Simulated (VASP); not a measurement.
Write the native input for VASP 6.6.1 that does the following.

```yaml
Task: single point
Functional: LDA
Potentials_or_basis: VASP PAW LDA potentials, release 64 (Mo_sv)
Cutoff: 520 eV
k_mesh: 20 × 20 × 20
Occupations: gaussian, width 0.15 eV
Spin: no spin polarisation
Dipole_correction: no
Further_INCAR_settings: ALGO = Normal; EDIFF = 1e-06; NBANDS = 13
```

The structure of Mo lies in POSCAR:

```
Mo
1.0
   -1.4986680873      1.4986680873      1.6697155323
    1.4986680873     -1.4986680873      1.6697155323
    1.4986680873      1.4986680873     -1.6697155323
Mo
1
Direct
    0.0000000000      0.0000000000      0.0000000000
```

This cell differs from its parent crystal: strain +e along x and -e along y +0.0000, strain +e along z and -e/2 along x and y +0.0733.

These files were run (other wordings do the same):

INCAR

```
  PREC = Accurate
  ENCUT = 520
  EDIFF = 1E-6
  ISMEAR = 0
  SIGMA = 0.15
  LREAL = False
  LASPH = True
  NELM = 100
  ALGO = Normal
  ISIF = 2
  LWAVE = False
  LCHARG = True
  GGA = CA
  LELF = True
  LVHAR = True
  NBANDS = 13
```

KPOINTS

```
Automatic mesh
0
Gamma
  20 20 20
```

Potentials or basis: VASP PAW LDA potentials, release 64 (Mo_sv).

Command:

```sh
$ cat potpaw_LDA.64/Mo_sv/POTCAR > POTCAR
$ mpirun -np 1 vasp_std > vasp.out
```

It gave:

```
Pressure               : 3.8 GPa
Band gap on the k mesh : zero (bands 7 and 8 overlap by 5.17 eV)
```

Caveat: the cell differs from its parent crystal (strain +e along x and -e along y +0.0000, strain +e along z and -e/2 along x and y +0.0733); the cell stands under pressure.

Wall time 33 s on 1 thread of AMD EPYC 9R45 96-Core Processor (Zen 5), with other jobs on the host, peak memory 0.19 GiB.
